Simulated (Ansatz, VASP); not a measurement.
One calculation of Sb, two programs

```xyz
2
Lattice="2.8307 0.0000 0.0000 -1.4154 2.4515 0.0000 0.0000 0.0000 4.5178" Properties=species:S:1:pos:R:3 pbc="T T T"
Sb    0.0000    1.6343    1.1294
Sb    1.4154    0.8172    3.3883
```

Change from the starting cell: volume scaled by 0.6, LAPW.

Alike in both runs: task single point; functional PBEsol; k mesh 13 × 13 × 7; occupations fermi-dirac, width 0.1 eV; no spin polarisation.

|  | VASP | Ansatz |
| --- | --- | --- |
| version | VASP 6.6.1 | Ansatz 0.2.0 |
| potentials or method | VASP PAW PBE potentials, release 64 (Sb), cutoff 520 eV | all-electron LAPW, scalar-relativistic |

|  | VASP | Ansatz | Ansatz less VASP |
| --- | --- | --- | --- |
| pressure (GPa) | 114.9 | 111.7 | -3.22 |
| traceless stress, the component that is largest in VASP (GPa) | 0.20 | 0.12 | -0.081 |

VASP's potentials were made for PBE, not for PBEsol. Both programs put the cell under a high pressure, so it lies far from rest at this level. Ansatz ran all-electron here, and VASP with PAW potentials.

Neither program's run includes spin-orbit coupling. Noted on VASP's run: the cell as given lies far from equilibrium.
